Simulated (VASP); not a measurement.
HoAuF4:

```xyz
6
Lattice="4.2748 0.0121 0.0901 -0.0055 4.2755 0.1088 -1.6635 -1.8711 7.4896" Properties=species:S:1:pos:R:3 pbc="T T T"
Ho    2.1374    0.0061    0.0451
Au    1.3057   -0.9295    3.7899
F     0.0000    0.0000    0.0000
F     2.1346    2.1438    0.0994
F     2.0991   -0.0411    2.1886
F     0.5067    2.4575    5.4999
```

```yaml
Program: VASP 6.6.1
Task: relaxation of shape and atoms at fixed volume
Functional: PBE
Potentials_or_basis: VASP PAW PBE potentials, release 64 (Ho_3, Au, F), 4f in core
Cutoff: 600 eV
k_mesh: 6 × 6 × 4
Occupations: gaussian, width 0.02 eV
Spin: no spin polarisation
```

At the start: pressure 2.8 GPa; volume 23.07 Å³/atom.

Q: How do energy, volume and symmetry change on relaxing?

A: Over 15 steps the energy falls by 8.5 meV/atom; space group P-1 (No. 2, to 0.1 Å) before and after.

Step by step:
```
step  energy change (eV)  largest force (eV/Å)  pressure (GPa)  volume (Å³)
   1              0.0000                0.2280            2.82       138.40
   2             -0.0096                0.1667            2.36       138.40
   3             -0.0102                0.1575            2.23       138.40
   4             -0.0190                0.1250            1.97       138.40
   5             -0.0380                0.0656            1.18       138.40
   6             -0.0388                0.0348           -0.51       138.40
   7             -0.0450                0.0339            0.38       138.40
   8             -0.0456                0.1200            0.62       138.40
   9             -0.0467                0.0807            0.52       138.40
  10             -0.0482                0.0606            0.47       138.40
  11             -0.0497                0.0622            0.37       138.40
  12             -0.0505                0.0191            0.36       138.40
  13             -0.0506                0.0353            0.35       138.40
  14             -0.0506                0.0224            0.35       138.40
  15             -0.0508                0.0087            0.32       138.40
```

Final structure:
```yaml
crystal:
  lattice:
    - [4.33607, 0.01931, 0.01023]
    - [0.00109, 4.33557, 0.02053]
    - [-1.83032, -2.05594, 7.34772]
  atoms:
    - { symbol: Ho, position: [0.50000, 0.00000, 0.00000] }
    - { symbol: Au, position: [0.50000, 0.00000, 0.50000] }
    - { symbol: F, position: [0.00000, 0.00000, 0.00000] }
    - { symbol: F, position: [0.50000, 0.50000, 0.00000] }
    - { symbol: F, position: [0.62329, 0.13704, 0.29617] }
    - { symbol: F, position: [0.37671, 0.86296, 0.70383] }
```
